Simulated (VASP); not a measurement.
# WC (P-6m2) in VASP: notebook

Runs on WC. Level: LDA. Tasks: single point, relaxation of cell and atoms.

All numbers are computed with VASP 6.6.1; they aren't measurements. Logs are shortened: lines on timing, memory, paths and dates and some standing lists are left out, and cuts for length are marked.

## (1) The cell of the first run

The structure is hexagonal, space group P-6m2 (No. 187). The conventional cell has a = 2.884 Å, b = 2.884 Å, c = 2.812 Å, α = 90.00°, β = 90.00°, γ = 120.00°. Within 2.9 Å of W (site symmetry -6m2) lie 6 C at 2.18 Å and 8 W at 2.81 to 2.88 Å. Within 2.9 Å of C (site symmetry -6m2) lie 6 W at 2.18 Å and 8 C at 2.81 to 2.88 Å.

## (2) Single point, LDA

INCAR

```
SYSTEM = WC
PREC = Accurate
ENCUT = 520
EDIFF = 1E-6
ISMEAR = -1
SIGMA = 0.05
LREAL = .False.
LASPH = .True.
NELM = 60
ALGO = Normal
ISIF = 2
LWAVE = .False.
LCHARG = .True.
LELF = .True.
LVHAR = .True.
NBANDS = 16
```

KPOINTS

```
Automatic mesh
0
Gamma
  16 16 14
  0 0 0
```

POSCAR

```
WC
1.0
    2.8836761227      0.0000000000      0.0000000000
   -1.4418380613      2.4973367785      0.0000000000
    0.0000000000      0.0000000000      2.8120734533
W C
1 1
Direct
    0.0000000000      0.0000000000      0.0000000000
    0.6666666667      0.3333333333      0.5000000000
```

Potentials or basis: VASP PAW LDA potentials, release 64 (W_sv, C).

Launch:

```
cat potpaw_LDA.64/W_sv/POTCAR potpaw_LDA.64/C/POTCAR > POTCAR
mpirun -np 1 vasp_std > vasp.out
```

OUTCAR:

```text
SYSTEM = WC
   PREC = Accurate
   ENCUT = 520
   EDIFF = 1E-6
   ISMEAR = -1
   LREAL = .False.
   LASPH = .True.
   NELM = 60
   ISIF = 2

 ion  position               nearest neighbor table
   1  0.000  0.000  0.000-   2 2.18   2 2.18   2 2.18   2 2.18   2 2.18   2 2.18
   2  0.667  0.333  0.500-   1 2.18   1 2.18   1 2.18   1 2.18   1 2.18   1 2.18

  LATTYP: Found a hexagonal cell.
 ALAT       =     2.8836761227
 C/A-ratio  =     0.9751696562

  Lattice vectors:

 A1 = (   2.8836761227,   0.0000000000,   0.0000000000)
 A2 = (  -1.4418380613,   2.4973367785,   0.0000000000)
 A3 = (   0.0000000000,   0.0000000000,   2.8120734533)

Analysis of symmetry for initial positions (statically):
=====================================================================
 Subroutine PRICEL returns:
 Original cell was already a primitive cell.

 Routine SETGRP: Setting up the symmetry group for a
 hexagonal supercell.

 Subroutine GETGRP returns: Found 12 space group operations
 (whereof 12 operations were pure point group operations)
 out of a pool of 24 trial point group operations.

The static configuration has the point symmetry D_3h.

Analysis of symmetry for dynamics (positions and initial velocities):
=====================================================================
 Subroutine PRICEL returns:
 Original cell was already a primitive cell.

 Routine SETGRP: Setting up the symmetry group for a
 hexagonal supercell.

 Subroutine GETGRP returns: Found 12 space group operations
 (whereof 12 operations were pure point group operations)
 out of a pool of 24 trial point group operations.

The dynamic configuration has the point symmetry D_3h.

 Subroutine INISYM returns: Found 12 space group operations
 (whereof 12 operations are pure point group operations),
 and found     1 'primitive' translations

----------------------------------------------------------------------------------------

                                     Primitive cell

  volume of cell :      20.2512

  direct lattice vectors                    reciprocal lattice vectors
     2.883676123  0.000000000  0.000000000     0.346779582  0.200213285  0.000000000
    -1.441838061  2.497336778  0.000000000     0.000000000  0.400426570  0.000000000
     0.000000000  0.000000000  2.812073453     0.000000000  0.000000000  0.355609488

  length of vectors
     2.883676123  2.883676123  2.812073453     0.400426570  0.400426570  0.355609488

  position of ions in fractional coordinates (direct lattice)
     0.000000000  0.000000000  0.000000000
     0.666666667  0.333333333  0.500000000

  ion indices of the primitive-cell ions
   primitive index   ion index
                 1           1
                 2           2

----------------------------------------------------------------------------------------

 KPOINTS: Automatic mesh

Automatic generation of k-mesh.
 Grid dimensions read from file:
 generate k-points for:   16   16   14

 Generating k-lattice:

  Cartesian coordinates                     Fractional coordinates (reciprocal lattice)
     0.021673724  0.012513330  0.000000000     0.062500000 -0.000000000  0.000000000
     0.000000000  0.025026661  0.000000000     0.000000000  0.062500000  0.000000000
     0.000000000  0.000000000  0.025400678     0.000000000  0.000000000  0.071428571

  Length of vectors
     0.025026661  0.025026661  0.025400678

  Shift w.r.t. Gamma in fractional coordinates (k-lattice)
     0.000000000  0.000000000  0.000000000

 Subroutine IBZKPT returns following result:
 ===========================================

 Found    240 irreducible k-points:

 Following reciprocal coordinates:
            Coordinates               Weight
  0.000000  0.000000  0.000000      1.000000
  0.062500  0.000000  0.000000      6.000000
  0.125000  0.000000  0.000000      6.000000
  0.187500  0.000000  0.000000      6.000000
  0.250000  0.000000  0.000000      6.000000
  0.312500  0.000000  0.000000      6.000000
[... 16 lines left out ...]
  0.187500  0.187500  0.000000      6.000000
  0.250000  0.187500  0.000000     12.000000
 [... further k-points ...]
   k-points           NKPTS =    240   k-points in BZ     NKDIM =    240   number of bands    NBANDS=     16
   number of dos      NEDOS =    301   number of ions     NIONS =      2
   total plane-waves  NPLWV =  13824
   dimension x,y,z NGX =    24 NGY =   24 NGZ =   24
   dimension x,y,z NGXF=    48 NGYF=   48 NGZF=   48
   ions per type =               1   1
   NGX,Y,Z   is equivalent  to a cutoff of  13.84, 13.84, 14.19 a.u.
   NGXF,Y,Z  is equivalent  to a cutoff of  27.67, 27.67, 28.38 a.u.
 SYSTEM =  WC
   PREC   = accura    normal or accurate (medium, high low for compatibility)
   ISTART =      0    job   : 0-new  1-cont  2-samecut
   ICHARG =      2    charge: 1-file 2-atom 10-const
   ISPIN  =      1    spin polarized calculation?
   LNONCOLLINEAR =      F non collinear calculations
   LSORBIT =      F    spin-orbit coupling
   LASPH  =      T    aspherical Exc in radial PAW
   ENCUT  =  520.0 eV  38.22 Ry    6.18 a.u.   5.36  5.36  5.23*2*pi/ulx,y,z
   NELM   =     60;   NELMIN=  2; NELMDL= -5     # of ELM steps
   EDIFF  = 0.1E-05   stopping-criterion for ELM
   LREAL  =      F    real-space projection
   EDIFFG = 0.1E-04   stopping-criterion for IOM
   NSW    =      0    number of steps for IOM
   IBRION =     -1    ionic relax: 0-MD 1-quasi-New 2-CG
   NFREE  =      0    steps in history (QN), initial steepest desc. (CG)
   ISIF   =      2    stress and relaxation
   ISYM   =      2    0-nonsym 1-usesym 2-fastsym
   POTIM  = 0.5000    time-step for ionic-motion
   TEBEG  =    0.0;   TEEND  =   0.0 temperature during run
   PSTRESS=    0.0 pullay stress
   NELECT =      18.0000    total number of electrons
   NUPDOWN=      -1.0000    fix difference up-down
   EMIN   =  10.00;   EMAX   =-10.00  energy-range for DOS
   EFERMI =   0.00;   METHOD = LEGACY
   ISMEAR =    -1;   SIGMA  =   0.05  broadening in eV -4-tet -1-fermi 0-gaus
   EFERMI_NEDOS =   21; number of points for ismear=-14 and -15
   IALGO  =     38    algorithm
   IMIX   =      4    mixing-type and parameters
     AMIX     =   0.40;   BMIX     =  1.00
     AMIX_MAG =   1.60;   BMIX_MAG =  1.00
  volume/ion in A,a.u.               =      10.13        68.33
  Fermi-wavevector in a.u.,A,eV,Ry     =   1.574039  2.974503 33.709792  2.477600
  Thomas-Fermi vector in A             =   2.675233
   LORBIT       =      0    0 simple, 1 ext, 2 COOP (PROOUT), +10 PAW based schemes
   GGA     = CA    functional components
   LHFCALC =     F    Hartree Fock is set to
   AEXX    =    0.0000 exact exchange contribution
   IVDW    =     0    specifies the selected vdW correction
   LEPSILON=     F    determine dielectric tensor
   LRPA    =     F    only Hartree local field effects (RPA)
 non-spin polarized calculation
  energy-cutoff  :      520.00
  volume of cell :       20.25
 maximum number of plane-waves:       574
 NGX is ok and might be reduce to    24
   NGX = 11   NGY = 11   NGZ = 11

 number of electron      18.0000000 magnetization

 Free energy of the ion-electron system (eV)
  ---------------------------------------------------
  ext. energy  EPLUGINS =         0.00000000
  ---------------------------------------------------
  free energy    TOTEN  =       -24.70071508 eV

  energy without entropy =      -24.69865942  energy(sigma->0) =      -24.69968725

 E-fermi :  11.3385     XC(G=0): -14.1122

 val. band max:       11.3218413560   @ k =   0.1250   0.0000   0.3571
 cond. band min:      11.3409727952   @ k =   0.5000   0.0000   0.3571
 fundamental gap:      0.0191314392
 Fermi energy:        11.3384942558

 k-point     1 :       0.0000    0.0000    0.0000
  band No.  band energies     occupation
      1     -62.1441      2.00000
      2     -26.3859      2.00000
      3     -26.2745      2.00000
      4     -26.2745      2.00000
      5      -3.1205      2.00000
      6       6.8808      2.00000
[... 8 lines left out ...]
     15      25.9982      0.00000
     16      28.3352      0.00000

 k-point     2 :       0.0625    0.0000    0.0000
  band No.  band energies     occupation
      1     -62.1416      2.00000
      2     -26.3812      2.00000
      3     -26.3110      2.00000
      4     -26.2827      2.00000
      5      -3.0131      2.00000
      6       6.9186      2.00000
[... 8 lines left out ...]
     15      25.7376      0.00000
     16      28.5568      0.00000

 k-point     3 :       0.1250    0.0000    0.0000
  band No.  band energies     occupation
      1     -62.1343      2.00000
      2     -26.4140      2.00000
      3     -26.3678      2.00000
      4     -26.3060      2.00000
      5      -2.7019      2.00000
      6       6.8368      2.00000
[... 8 lines left out ...]
     15      25.3576      0.00000
     16      29.1893      0.00000

 k-point     4 :       0.1875    0.0000    0.0000
  band No.  band energies     occupation
      1     -62.1234      2.00000
      2     -26.5652      2.00000
      3     -26.3477      2.00000
      4     -26.3407      2.00000
      5      -2.2190      2.00000
      6       6.3386      2.00000
[... 8 lines left out ...]
     15      25.2313      0.00000
     16      30.1416      0.00000

 k-point     5 :       0.2500    0.0000    0.0000
  band No.  band energies     occupation
      1     -62.1105      2.00000
      2     -26.7396      2.00000
      3     -26.3813      2.00000
      4     -26.3239      2.00000
      5      -1.6144      2.00000
      6       5.7177      2.00000
[... 8 lines left out ...]
     15      25.5759      0.00000
     16      29.8827      0.00000

 k-point     6 :       0.3125    0.0000    0.0000
  band No.  band energies     occupation
      1     -62.0976      2.00000
      2     -26.9097      2.00000
      3     -26.4216      2.00000
      4     -26.2999      2.00000
      5      -0.9553      2.00000
      6       5.1454      2.00000
[... 8 lines left out ...]
     15      26.3667      0.00000
     16      28.7592      0.00000

 k-point     7 :       0.3750    0.0000    0.0000
  band No.  band energies     occupation
      1     -62.0866      2.00000
      2     -27.0509      2.00000
      3     -26.4554      2.00000
      4     -26.2796      2.00000
      5      -0.3310      2.00000
      6       4.6871      2.00000
[... 8 lines left out ...]
     15      26.1657      0.00000
     16      28.4145      0.00000

 k-point     8 :       0.4375   -0.0000    0.0000
  band No.  band energies     occupation
      1     -62.0792      2.00000
      2     -27.1437      2.00000
      3     -26.4780      2.00000
      4     -26.2659      2.00000
      5       0.1386      2.00000
      6       4.3832      2.00000
[... 8 lines left out ...]
     15      24.9705      0.00000
     16      29.3143      0.00000

 k-point     9 :       0.5000    0.0000    0.0000
  band No.  band energies     occupation
      1     -62.0767      2.00000
      2     -27.1760      2.00000
      3     -26.4859      2.00000
      4     -26.2611      2.00000
      5       0.3178      2.00000
      6       4.2742      2.00000
[... 8 lines left out ...]
     15      24.4831      0.00000
     16      29.7331      0.00000
[... 172 lines left out ...]
 k-point    19 :       0.2500    0.1250    0.0000
  band No.  band energies     occupation
      1     -62.0936      2.00000
      2     -26.9145      2.00000
      3     -26.4841      2.00000
      4     -26.2926      2.00000
      5      -0.7111      2.00000
      6       5.0872      2.00000
[... 8 lines left out ...]
     15      26.5499      0.00000
     16      28.5673      0.00000

 k-point    20 :       0.3125    0.1250    0.0000
  band No.  band energies     occupation
      1     -62.0835      2.00000
      2     -27.0309      2.00000
      3     -26.5305      2.00000
      4     -26.2738      2.00000
      5      -0.0938      2.00000
      6       4.7022      2.00000
[... 8 lines left out ...]
     15      26.6271      0.00000
     16      28.2282      0.00000

 k-point    21 :       0.3750    0.1250    0.0000
  band No.  band energies     occupation
      1     -62.0767      2.00000
      2     -27.1075      2.00000
      3     -26.5614      2.00000
      4     -26.2611      2.00000
      5       0.3735      2.00000
      6       4.4493      2.00000
[... 8 lines left out ...]
     15      25.6875      0.00000
     16      29.0203      0.00000

 k-point    22 :       0.4375    0.1250    0.0000
  band No.  band energies     occupation
      1     -62.0743      2.00000
      2     -27.1342      2.00000
      3     -26.5722      2.00000
      4     -26.2567      2.00000
      5       0.5524      2.00000
      6       4.3596      2.00000
[... 8 lines left out ...]
     15      25.2318      0.00000
     16      29.3601      0.00000

 k-point    23 :       0.1875    0.1875    0.0000
  band No.  band energies     occupation
      1     -62.0946      2.00000
      2     -26.8837      2.00000
      3     -26.5003      2.00000
      4     -26.2944      2.00000
      5      -0.7579      2.00000
      6       5.1674      2.00000
[... 8 lines left out ...]
     15      26.4083      0.00000
     16      28.8440      0.00000

 k-point    24 :       0.2500    0.1875    0.0000
  band No.  band energies     occupation
      1     -62.0845      2.00000
      2     -26.9770      2.00000
      3     -26.5717      2.00000
      4     -26.2756      2.00000
      5      -0.1338      2.00000
      6       4.8316      2.00000
[... 8 lines left out ...]
     15      27.0873      0.00000
     16      28.0981      0.00000

 [... further k-points ...]

------------------------ aborting loop because EDIFF is reached ----------------------------------------

  FORCE on cell =-STRESS in cart. coord.  units (eV):
  Direction    XX          YY          ZZ          XY          YZ          ZX
  --------------------------------------------------------------------------------------
  -------------------------------------------------------------------------------------
  Total        0.3214954      0.3214954      0.3873962      0.0000000      0.0000000      0.0000000
  in kB       25.4351945     25.4351945     30.6489533      0.0000000      0.0000000      0.0000000
  external PRESSURE =      27.1731141 kB  Pullay stress =       0.0000000 kB

 VOLUME and BASIS-vectors are now :
 -----------------------------------------------------------------------------
  energy-cutoff  :      520.00
  volume of cell :       20.25
      direct lattice vectors                 reciprocal lattice vectors
     2.883676123  0.000000000  0.000000000     0.346779582  0.200213285  0.000000000
    -1.441838061  2.497336778  0.000000000     0.000000000  0.400426570  0.000000000
     0.000000000  0.000000000  2.812073453     0.000000000  0.000000000  0.355609488

 POSITION                                       TOTAL-FORCE (eV/Angst)
 -----------------------------------------------------------------------------------
      0.00000      0.00000      0.00000         0.000000     -0.000000      0.000000
      1.44184      0.83245      1.40604        -0.000000      0.000000      0.000000
 -----------------------------------------------------------------------------------
    total drift:                                0.000000     -0.000000      0.000000

  FREE ENERGIE OF THE ION-ELECTRON SYSTEM (eV)
  ---------------------------------------------------
  free  energy   TOTEN  =       -24.7007150754 eV

  energy  without entropy=      -24.6986594192  energy(sigma->0) =      -24.69968725
```

Run time: 51 s. Hardware: 1 thread of AMD EPYC 7R13, shared host; peak memory 0.16 GiB.

What came out:

* Free energy: -24.7007 eV
* Pressure: 2.7 GPa
* Band gap on the k mesh: zero (bands 9 and 10 overlap by 1.28 eV)

Caveat: spin-orbit coupling is left out, which moves the levels of the heavy elements.

## (3) Relaxation of cell and atoms, LDA

This run uses another cell than the first one, of 10.38 Å³/atom.

INCAR

```
SYSTEM = WC
PREC = Accurate ; ENCUT = 600
EDIFF = 1E-7 ; ISMEAR = -1
SIGMA = 0.05 ; LREAL = .False.
LASPH = .True. ; NELM = 60
ALGO = Normal ; ISIF = 3
LWAVE = .False. ; LCHARG = .False.
GGA = CA ; IBRION = 2
NSW = 100 ; EDIFFG = -0.002
```

KPOINTS is that of step 2.

POSCAR

```
WC
1.0
    2.9065000000      0.0000000000      0.0000000000
   -1.4532500000      2.5171028361      0.0000000000
    0.0000000000      0.0000000000      2.8366000000
W C
1 1
Direct
    0.0000000000      0.0000000000      0.0000000000
    0.6666666667      0.3333333333      0.5000000000
```

Potentials or basis: VASP PAW LDA potentials, release 64 (W_sv, C).

Launch:

```
cat potpaw_LDA.64/W_sv/POTCAR potpaw_LDA.64/C/POTCAR > POTCAR
mpirun -np 1 vasp_std > vasp.out
```

Run time: 4.7 min. Hardware: 1 thread of AMD EPYC 7R13, shared host; peak memory 0.19 GiB.

Results (log left out):

* Free energy: -24.7036 eV
* Relaxed volume: 10.19 Å³/atom
* Relaxed cell: a = 2.889 Å, b = 2.889 Å, c = 2.818 Å, α = 90.00°, β = 90.00°, γ = 120.00°
* Space group after relaxing (to 0.1 Å): P-6m2 (No. 187)
* Energy gained by relaxing: 4.5 meV/atom
* Ionic steps: 16
* Pressure after relaxing: 0.0 GPa
* Band gap on the k mesh: zero (bands 9 and 10 overlap by 1.27 eV)

Step by step:
| step | energy change (eV) | largest force (eV/Å) | pressure (GPa) | volume (Å³) |
| --- | --- | --- | --- | --- |
| 1 | 0.0000 | 0.0000 | -7.50 | 20.75 |
| 2 | 0.0713 | 0.0000 | 25.25 | 19.33 |
| 3 | -0.0090 | 0.0000 | -0.20 | 20.39 |
| 4 | -0.0090 | 0.0000 | -0.04 | 20.38 |
| 5 | -0.0090 | 0.0000 | 0.11 | 20.37 |
| 6 | -0.0090 | 0.0000 | -0.32 | 20.39 |
| 7 | -0.0090 | 0.0000 | -0.07 | 20.38 |
| 8 | -0.0090 | 0.0000 | -0.07 | 20.38 |
| 9 | -0.0090 | 0.0000 | -0.06 | 20.38 |
| 10 | -0.0090 | 0.0000 | 0.10 | 20.37 |
| 11 | -0.0090 | 0.0000 | 0.02 | 20.37 |
| 12 | -0.0090 | 0.0000 | 0.02 | 20.38 |
| 13 | -0.0090 | 0.0000 | -0.02 | 20.38 |
| 14 | -0.0090 | 0.0000 | 0.00 | 20.38 |
| 15 | -0.0090 | 0.0000 | 0.00 | 20.38 |
| 16 | -0.0090 | 0.0000 | 0.00 | 20.38 |

Final structure:
```xyz
2
Lattice="2.8894 0.0000 0.0000 -1.4447 2.5023 0.0000 0.0000 0.0000 2.8181" Properties=species:S:1:pos:R:3 pbc="T T T"
W     0.0000    0.0000    0.0000
C     1.4447    0.8341    1.4091
```

Levels at points of the mesh, in eV from the Fermi level:
```csv
k point,band 7,band 8,band 9,band 10,band 11,band 12
"(0.00, 0.00, 0.00)",-3.41,-3.41,0.14,3.28,3.28,5.72
"(0.50, 0.00, 0.00)",-3.69,-3.65,-0.43,2.36,4.61,4.99
"(0.00, 0.00, 0.50)",-2.07,-2.07,-0.63,-0.63,3.75,4.55
"(0.50, 0.00, 0.50)",-4.41,-4.14,0.40,4.52,5.44,6.86
```

Caveat: spin-orbit coupling is left out, which moves the levels of the heavy elements. Zero-point motion and thermal expansion aren't in these numbers.

The gap in the log of VASP goes by the Fermi energy; the results here count the filled bands.